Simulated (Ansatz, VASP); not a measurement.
# MgO: VASP beside Ansatz

Contents of INCAR:

```
PREC     = Accurate       # precision mode
ENCUT    = 520            # plane-wave cutoff, eV
EDIFF    = 1E-6           # SCF threshold, eV
ISMEAR   = 0              # smearing method
SIGMA    = 0.05           # smearing width, eV
LREAL    = False          # projectors in reciprocal space
LASPH    = True           # aspherical terms in the spheres
NELM     = 80             # most SCF steps
ALGO     = Normal         # electronic algorithm
ISIF     = 2              # what is computed and relaxed
LWAVE    = False          # write WAVECAR
LCHARG   = False          # write CHGCAR
NBANDS   = 36             # bands
```

The input KPOINTS:

```
regular mesh
0
Gamma
  9 9 2
```

File POSCAR:

```
MgO
1.0
    2.0806186598     -2.0806186598      0.0000000000
    2.0806186598      0.0000000000     -2.0806186598
    8.5245472333      8.5245472333      8.5245472333
Mg O
6 6
Direct
    1.0000000000      0.0000000000      0.3661107041
    0.3333333333      0.3333333333      0.2033948356
    0.6666666667      0.6666666667      0.5288265726
    1.0000000000      1.0000000000      0.8542583096
    0.3333333333      0.3333333333      0.6915424411
    0.6666666667      0.6666666667      0.0406789671
    0.6666666667      0.6666666667      0.2847527699
    0.0000000000      0.0000000000      0.1220369014
    0.3333333333      0.3333333333      0.4474686383
    0.6666666667      0.6666666667      0.7729003753
    1.0000000000      1.0000000000      0.6101845068
    0.3333333333      0.3333333333      0.9356162438
```

Input for Ansatz:

```yaml
crystal:
  lattice:
    - [2.0806186598, -2.0806186598, 0.0]
    - [2.0806186598, 0.0, -2.0806186598]
    - [8.5245472333, 8.5245472333, 8.5245472333]
  atoms:
    - { symbol: Mg, position: [1.0, 0.0, 0.3661107041] }
    - { symbol: Mg, position: [0.3333333333, 0.3333333333, 0.2033948356] }
    - { symbol: Mg, position: [0.6666666667, 0.6666666667, 0.5288265726] }
    - { symbol: Mg, position: [1.0, 1.0, 0.8542583096] }
    - { symbol: Mg, position: [0.3333333333, 0.3333333333, 0.6915424411] }
    - { symbol: Mg, position: [0.6666666667, 0.6666666667, 0.0406789671] }
    - { symbol: O, position: [0.6666666667, 0.6666666667, 0.2847527699] }
    - { symbol: O, position: [0.0, 0.0, 0.1220369014] }
    - { symbol: O, position: [0.3333333333, 0.3333333333, 0.4474686383] }
    - { symbol: O, position: [0.6666666667, 0.6666666667, 0.7729003753] }
    - { symbol: O, position: [1.0, 1.0, 0.6101845068] }
    - { symbol: O, position: [0.3333333333, 0.3333333333, 0.9356162438] }
basis:
  ecutwfc: 520.0
kpoints:
  mp_grid: { grid: [9, 9, 2] }
hamiltonian:
  xc: lda
  pseudopotentials: { kind: paw, azcp: { folder: soft_1 } }
scf:
  occupations: { method: gaussian, width: 0.05 }
output:
  forces: true
  stress: true
  eigenvalues: true
```

Alike in both runs: task single point; functional LDA; k mesh 9 × 9 × 2; occupations gaussian, width 0.05 eV; no spin polarisation.

```csv
,VASP,Ansatz
version,VASP 6.6.1,Ansatz 0.2.0
potentials or method,"VASP PAW LDA potentials, release 64 (Mg, O), cutoff 520 eV","scalar-relativistic, plane waves, PAW"
valence electrons in the cell,48,96
```

|  | VASP | Ansatz | Ansatz less VASP |
| --- | --- | --- | --- |
| gap on the k mesh at the Fermi level (eV) | 3.19 | 3.23 | +0.034 |
| least direct gap on the mesh (eV) | 3.19 | 3.23 | +0.034 |
| pressure (GPa) | -4.6 | -2.8 | +1.83 |
| traceless stress, the component that is largest in VASP (GPa) | -2.73 | -2.70 | +0.026 |
| rms of the force components (eV/Å) | 0.614 | 0.609 | -0.0056 |

Ansatz warns that its potentials were made for another functional, while VASP's fit it. LDA's correlation is that of Perdew and Zunger in VASP and of Perdew and Wang (1992) in Ansatz. Atom by atom the forces differ by 0.006 eV/Å (rms over components). VASP's potentials hold 48 valence electrons a cell and Ansatz's 96, so a difference there can come from the potentials and not from the codes.
